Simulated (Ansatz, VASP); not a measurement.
**In2Te2S in VASP and in Ansatz**

Contents of INCAR:

```
PREC     = Accurate       # precision mode
ENCUT    = 520            # plane-wave cutoff, eV
EDIFF    = 1E-6           # SCF threshold, eV
ISMEAR   = 0              # smearing method
SIGMA    = 0.1            # smearing width, eV
LREAL    = F              # projectors in reciprocal space
LASPH    = T              # aspherical terms in the spheres
NELM     = 80             # most SCF steps
ALGO     = Normal         # electronic algorithm
ISIF     = 2              # what is computed and relaxed
LWAVE    = F              # write WAVECAR
LCHARG   = T              # write CHGCAR
GGA      = PE             # functional
LELF     = T              # ELF
LVHAR    = T            
NBANDS   = 55             # bands
```

Contents of KPOINTS:

```
regular mesh
0
Gamma
  2 2 4
```

File POSCAR:

```
In2Te2S
1.0
    8.6930969100      0.0000000000      0.0000000000
    0.0000000000      8.6930969100      0.0000000000
    0.0000000000      0.0000000000      4.3413131900
In Te S
4 4 2
Direct
    0.6706321400      0.1706321400      0.5000000000
    0.3293678600      0.8293678600      0.5000000000
    0.1706321400      0.3293678600      0.5000000000
    0.8293678600      0.6706321400      0.5000000000
    0.1299375900      0.6299375900      0.0000000000
    0.8700624100      0.3700624100      0.0000000000
    0.6299375900      0.8700624100      0.0000000000
    0.3700624100      0.1299375900      0.0000000000
    0.0000000000      0.0000000000      0.0000000000
    0.5000000000      0.5000000000      0.0000000000
```

Input for Ansatz:

```yaml
crystal:
  lattice:
    - [8.69309691, 0.0, 0.0]
    - [0.0, 8.69309691, 0.0]
    - [0.0, 0.0, 4.34131319]
  atoms:
    - { symbol: In, position: [0.67063214, 0.17063214, 0.5] }
    - { symbol: In, position: [0.32936786, 0.82936786, 0.5] }
    - { symbol: In, position: [0.17063214, 0.32936786, 0.5] }
    - { symbol: In, position: [0.82936786, 0.67063214, 0.5] }
    - { symbol: Te, position: [0.12993759, 0.62993759, 0.0] }
    - { symbol: Te, position: [0.87006241, 0.37006241, 0.0] }
    - { symbol: Te, position: [0.62993759, 0.87006241, 0.0] }
    - { symbol: Te, position: [0.37006241, 0.12993759, 0.0] }
    - { symbol: S, position: [0.0, 0.0, 0.0] }
    - { symbol: S, position: [0.5, 0.5, 0.0] }
basis:
  ecutwfc: 420
kpoints:
  mp_grid: { grid: [2, 2, 4] }
hamiltonian:
  xc: pbe
scf:
  occupations: { method: gaussian, width: 0.1 }
  lower_state_search: "off"
output:
  forces: true
  stress: true
  eigenvalues: true
```

Change from the starting cell: species swapped into the Sm2MgPd2 type (P4/mbm, No. 127).

Alike in both runs: task single point; functional PBE; k mesh 2 × 2 × 4; occupations gaussian, width 0.1 eV; no spin polarisation.

```csv
,VASP,Ansatz
version,VASP 6.6.1,Ansatz 0.2.0
potentials or method,"VASP PAW PBE potentials, release 64 (In_d, Te, S), cutoff 520 eV","scalar-relativistic, plane waves, PAW"
valence electrons in the cell,88,128
```

|  | VASP | Ansatz | Ansatz less VASP |
| --- | --- | --- | --- |
| gap on the k mesh at the Fermi level (eV) | none | none | - |
| pressure (GPa) | -3.6 | -3.6 | +0.03 |
| traceless stress, the component that is largest in VASP (GPa) | 2.01 | 2.00 | -0.015 |
| rms of the force components (eV/Å) | 0.135 | 0.136 | +0.0011 |

Atom by atom the forces differ by 0.001 eV/Å (rms over components). A gap of «none» marks a metal or a gap that the smearing closes. With one functional, cell and mesh, what is left measures potentials, basis and numerics. VASP's potentials hold 88 valence electrons a cell and Ansatz's 128, so a difference there can come from the potentials and not from the codes.

The k mesh is coarse, so the values compare programs but aren't converged. Spin-orbit coupling is off throughout.
